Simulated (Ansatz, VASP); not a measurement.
## MgO in VASP and in Ansatz

The input INCAR:

```
SYSTEM = MgO
ALGO = Normal
EDIFF = 1E-6
ENCUT = 520
GGA = PS
ISIF = 2
ISMEAR = 0
LASPH = .TRUE.
LCHARG = .FALSE.
LREAL = .FALSE.
LWAVE = .FALSE.
NBANDS = 36
NELM = 100
PREC = Accurate
SIGMA = 0.05
```

File KPOINTS:

```
k-points
0
G
  9 9 2
  0 0 0
```

POSCAR

```
MgO
1.0
    2.1351500000     -2.1351500000      0.0000000000
    2.1351500000      0.0000000000     -2.1351500000
    9.6081750000      8.1847416667      7.8288833333
Mg O
6 6
Direct
    0.6597222222      0.6527777778      0.0416666667
   -0.1458333333     -0.2916666667      0.8750000000
    0.2986111111      0.2638888889      0.2083333333
    0.5763888889      0.4861111111      0.5416666667
   -0.0625000000     -0.1250000000      0.3750000000
    0.2152777778      0.0972222222      0.7083333333
    0.6180555556      0.5694444444      0.2916666667
   -0.0208333333     -0.0416666667      0.1250000000
    0.2569444444      0.1805555556      0.4583333333
    0.5347222222      0.4027777778      0.7916666667
    0.8958333333      0.7916666667      0.6250000000
    0.1736111111      0.0138888889      0.9583333333
```

Input for Ansatz:

```yaml
crystal:
  lattice:
    - [2.13515, -2.13515, 0.0]
    - [2.13515, 0.0, -2.13515]
    - [9.608175, 8.1847416667, 7.8288833333]
  atoms:
    - { symbol: Mg, position: [0.6597222222, 0.6527777778, 0.0416666667] }
    - { symbol: Mg, position: [-0.1458333333, -0.2916666667, 0.875] }
    - { symbol: Mg, position: [0.2986111111, 0.2638888889, 0.2083333333] }
    - { symbol: Mg, position: [0.5763888889, 0.4861111111, 0.5416666667] }
    - { symbol: Mg, position: [-0.0625, -0.125, 0.375] }
    - { symbol: Mg, position: [0.2152777778, 0.0972222222, 0.7083333333] }
    - { symbol: O, position: [0.6180555556, 0.5694444444, 0.2916666667] }
    - { symbol: O, position: [-0.0208333333, -0.0416666667, 0.125] }
    - { symbol: O, position: [0.2569444444, 0.1805555556, 0.4583333333] }
    - { symbol: O, position: [0.5347222222, 0.4027777778, 0.7916666667] }
    - { symbol: O, position: [0.8958333333, 0.7916666667, 0.625] }
    - { symbol: O, position: [0.1736111111, 0.0138888889, 0.9583333333] }
basis:
  ecutwfc: 420
kpoints:
  mp_grid: { grid: [9, 9, 2] }
hamiltonian:
  xc: pbesol
scf:
  occupations: { method: gaussian, width: 0.05 }
output:
  forces: true
  stress: true
  eigenvalues: true
```

Alike in both runs: task single point; functional PBEsol; k mesh 9 × 9 × 2; occupations gaussian, width 0.05 eV; no spin polarisation.

|  | VASP | Ansatz |
| --- | --- | --- |
| version | VASP 6.6.1 | Ansatz 0.2.0 |
| potentials or method | VASP PAW PBE potentials, release 64 (Mg, O), cutoff 520 eV | scalar-relativistic, plane waves, PAW |
| valence electrons in the cell | 48 | 96 |

```tsv
	VASP	Ansatz	Ansatz less VASP
gap on the k mesh at the Fermi level (eV)	3.83	3.83	+0.001
least direct gap on the mesh (eV)	3.83	3.83	+0.001
pressure (GPa)	-3.3	-2.8	+0.48
traceless stress, the component that is largest in VASP (GPa)	4.07	4.00	-0.068
rms of the force components (eV/Å)	0.704	0.691	-0.0130
```

VASP's potentials were made for PBE, not for PBEsol. Atom by atom the forces differ by 0.013 eV/Å (rms over components). VASP's potentials hold 48 valence electrons a cell and Ansatz's 96, so a difference there can come from the potentials and not from the codes.
